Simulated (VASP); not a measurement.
Input of a VASP 6.6.1 run:

File INCAR:

```
SYSTEM = H2CO2
PREC     = Accurate       ! precision mode
ENCUT    = 1000           ! plane-wave cutoff, eV
EDIFF    = 1E-6           ! SCF threshold, eV
ISMEAR   = -1             ! smearing method
SIGMA    = 0.05           ! smearing width, eV
LREAL    = Auto         
LASPH    = .TRUE.         ! aspherical terms in the spheres
NELM     = 120            ! most SCF steps
ALGO     = Normal         ! electronic algorithm
ISIF     = 2              ! what is computed and relaxed
LWAVE    = .FALSE.        ! write WAVECAR
LCHARG   = .TRUE.         ! write CHGCAR
LELF     = .TRUE.         ! ELF
LVHAR    = .TRUE.       
NBANDS   = 98             ! bands
GGA_COMPAT= .FALSE.
```

File KPOINTS:

```
regular mesh
0
G
  1 1 1
  0 0 0
```

Contents of POSCAR:

```
H2CO2
1.0
    7.9581140000      0.0000000000      0.0000000000
    0.0000000000      7.9581140000      0.0000000000
    0.0000000000      0.0000000000      7.9581140000
O C H
16 8 16
Direct
    0.2960249124      0.3803539381      1.0384746939
    0.2314241791      0.3476828806      0.7656587981
    0.5439731072      0.7559580071      0.7497756378
    0.4834562561      0.5879910743      0.9583929057
    0.7059210260      0.2333216136      0.5971641019
    0.7993476846      0.1602012738      0.3482357755
    0.0135459231      0.8163115030      0.7500395194
    0.2055512148      0.9398960608      0.9162723731
    0.6022029843      0.7750580100      0.3975313749
    0.6429664114      0.5227117882      0.4677992801
    0.0643494175      0.0486044809      0.1923822654
    0.2058904911      0.0603032327      0.4319616432
    0.1940912131      0.5999914050      0.6236150927
    0.2010652273      0.4669322405      0.3718092000
    0.7306128060      0.3026345187      0.9225552687
    0.6044899583      0.0558298109      0.8969838834
    0.2096350970      0.3152003100      0.9195143472
    0.5079972466      0.6145677230      0.8124035418
    0.7545380727      0.1219133076      0.4885579674
    0.0634321147      0.9375588236      0.8546497323
    0.6177845655      0.6230245005      0.3577103821
    0.1995950297      0.0281599384      0.2830947131
    0.1931739103      0.5886947586      0.4609006606
    0.6527425971      0.1649637087      0.9813003433
    0.4041284154      0.4644819112      1.0057785048
    0.1100637664      0.2265737837      0.9483654042
    0.5599693596      0.8573011143      0.8276458467
    0.4970273107      0.5076328386      0.7271572134
    0.6848984571      0.3389496557      0.5313696185
    0.7598408367     -0.0003267106      0.5468758050
    0.1119988982      0.7517610328      0.7025533939
   -0.0301453334      1.0376076543      0.8940686198
    0.6229491058      0.7795314317      0.5200729721
    0.5855533107      0.5990489706      0.2268753627
   -0.0324951364      0.0881741578      0.2726148432
    0.3227020875      0.0018974345      0.2040181882
    0.2421930623      0.4737554652      0.6879016812
    0.1327450197      0.7125055007      0.4117935481
    0.6996004330      0.2872791217      0.8028032773
    0.6109487750      0.1719879861      1.1196371402
```

Potentials or basis: VASP PAW LDA potentials, release 64 (O_h, C_h, H_h).

Launch:

```bash
$ cat potpaw_LDA.64/O_h/POTCAR potpaw_LDA.64/C_h/POTCAR potpaw_LDA.64/H_h/POTCAR > POTCAR
$ mpirun -np 1 vasp_gam > vasp.out
```

Estimate the largest force.

5.293 eV/Å.

Predict the pressure.

1.7 GPa.

Predict the band gap on the k mesh.

3.19 eV.

Forces in eV/Å, atoms in the order of the input:
```
O   -0.681 -1.475  0.079
O    0.017 -1.350  0.933
O    0.842  1.723 -0.878
O    0.620  1.181  2.787
O   -0.707  0.323  0.249
O   -0.148 -0.334 -0.328
O   -1.084  2.150  0.754
O   -1.253  0.191 -1.037
O    0.055  3.357 -0.097
O    0.697 -2.203  0.893
O   -1.160  0.060  0.364
O    0.095 -0.670  0.057
O    1.842 -0.678  0.468
O    1.058 -0.310  0.242
O   -0.837 -0.766  0.619
O   -1.002 -3.848 -2.961
C    1.372  1.441 -0.736
C   -0.117 -0.862 -1.125
C    0.759  0.512  0.030
C    1.985 -1.015  0.448
C   -0.859 -1.288 -0.368
C    1.781  1.100 -0.054
C   -2.943  1.517 -1.126
C   -0.046  3.457  4.009
H   -1.117 -0.490 -0.361
H   -0.246 -0.295  0.671
H   -0.328 -0.175  0.101
H    0.076  0.043 -0.859
H   -0.017  1.133 -0.386
H    0.208 -1.096  0.103
H    0.269 -0.622  0.071
H   -0.029 -0.755 -0.506
H   -0.312  0.147  0.538
H    0.232 -0.368 -0.667
H    0.645 -0.299 -0.764
H   -1.651 -0.093  0.615
H   -0.906  0.803 -0.027
H    0.962 -0.441 -0.112
H    0.887  0.146 -0.894
H    1.040  0.151 -0.746
```

Caveat: the k points lie up to 0.79 Å⁻¹ apart; the atoms stand as in a frame of molecular dynamics.
